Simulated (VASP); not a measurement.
# C: single point with r2SCAN

The system is C.

```xyz
8
Lattice="2.5098 0.0000 0.0000 -1.2549 2.1736 0.0000 0.0000 0.0000 8.2803" Properties=species:S:1:pos:R:3 pbc="T T T"
C     0.0750    0.1299    0.7695
C     0.0000    0.0000    4.9097
C     0.0000    0.0000    3.3706
C     0.0000    0.0000    7.5108
C     0.0000    1.4491    1.2876
C     1.2549    0.7245    5.4277
C     0.0000    1.4491    2.8526
C     1.2549    0.7245    6.9928
```

This cell differs from its parent crystal: atom 1 (C) moved -0.150 Å towards its neighbour atom 1 (C) at 2.510 Å.

```
Program             : VASP 6.6.1
Task                : single point
Functional          : r2SCAN
Potentials or basis : VASP PAW PBE potentials, release 64 (C)
Cutoff              : 520 eV
k mesh              : 12 × 12 × 4
Occupations         : gaussian, width 0.05 eV
Spin                : no spin polarisation
```

```
Pressure               : 3.2 GPa
Largest force          : 6.014 eV/Å
Band gap on the k mesh : 3.41 eV (least direct gap 3.61 eV)
```

Forces on the atoms (eV/Å):
```
C   -2.070 -5.592 -0.777
C    0.001 -0.002  0.001
C    0.005  0.009 -0.012
C    0.436  0.869  0.063
C    1.509  4.594  0.774
C    0.057  0.097 -0.004
C    0.009 -0.019 -0.022
C    0.054  0.045 -0.024
```

Stress tensor (GPa, compression positive):
```
 2.09  0.07 -0.67
 0.07  5.36  1.90
-0.67  1.90  2.21
```

Levels at points of the mesh, in eV from the valence-band top:
```
           k point  band 13  band 14  band 15  band 16  band 17  band 18  band 19  band 20
(0.00, 0.00, 0.00)    -2.19    -1.45    -1.10     0.00     3.61     4.56     4.89     5.65
(0.50, 0.00, 0.00)    -6.32    -5.85    -4.87    -4.26     3.57     4.84     4.95     5.34
(0.00, 0.50, 0.00)    -6.15    -5.83    -4.98    -3.93     3.91     4.69     5.25     5.39
(0.50, 0.50, 0.00)    -6.30    -5.73    -4.93    -3.88     3.43     4.76     4.83     5.34
(0.00, 0.00, 0.50)    -2.26    -1.73    -1.68    -0.35     3.91     5.30     5.41     5.66
(0.50, 0.00, 0.50)    -6.22    -5.87    -5.07    -4.90     3.75     4.20     6.09     6.34
(0.00, 0.50, 0.50)    -6.26    -5.84    -4.91    -4.50     4.19     4.32     5.80     6.49
(0.50, 0.50, 0.50)    -6.17    -6.03    -4.90    -4.46     3.55     4.20     6.23     6.36
```

Run time: 29 min on 1 thread of Oxide Virtual Turin-like Processor, on a shared host, peak memory 0.3 GiB.

Caveat: the cell differs from its parent crystal (atom 1 (C) moved -0.150 Å towards its neighbour atom 1 (C) at 2.510 Å); the cell stands under pressure; the PAW data sets were made with another functional, which shifts forces and pressure a little. A k mesh can miss the band edges.
